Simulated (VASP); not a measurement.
Input of a VASP 6.6.1 run:

File INCAR:

```
SYSTEM = LiCl
ALGO = Normal
EDIFF = 1E-6
ENCUT = 520
GGA = PE
ISIF = 2
ISMEAR = 0
LASPH = .True.
LCHARG = .True.
LELF = .True.
LREAL = .False.
LVHAR = .True.
LWAVE = .False.
NBANDS = 18
NELM = 100
PREC = Accurate
SIGMA = 0.01
```

KPOINTS

```
k-points
0
Gamma
  6 6 4
  0 0 0
```

Contents of POSCAR:

```
LiCl
1.0
    3.9253848238      0.0000000000      0.0000000000
   -1.9626924119      3.3994829770      0.0000000000
    0.0000000000      0.0000000000      6.2893895755
Li Cl
2 2
Direct
    0.6666666667      0.3333333333      0.8777889922
    0.3333333333      0.6666666667      0.3777889922
    0.6666666667      0.3333333333      0.4972120078
    0.3333333333      0.6666666667      0.9972120078
```

Potentials or basis: VASP PAW PBE potentials, release 64 (Li_sv, Cl).

The run is started by

```sh
$ cat potpaw_PBE.64/Li_sv/POTCAR potpaw_PBE.64/Cl/POTCAR > POTCAR
$ mpirun -np 1 vasp_std > vasp.out
```

Problem. Predict the band gap on the k mesh.

Solution. 5.94 eV, direct.

 Expect the measured gap to be larger: semilocal functionals such as PBE lack the derivative discontinuity.
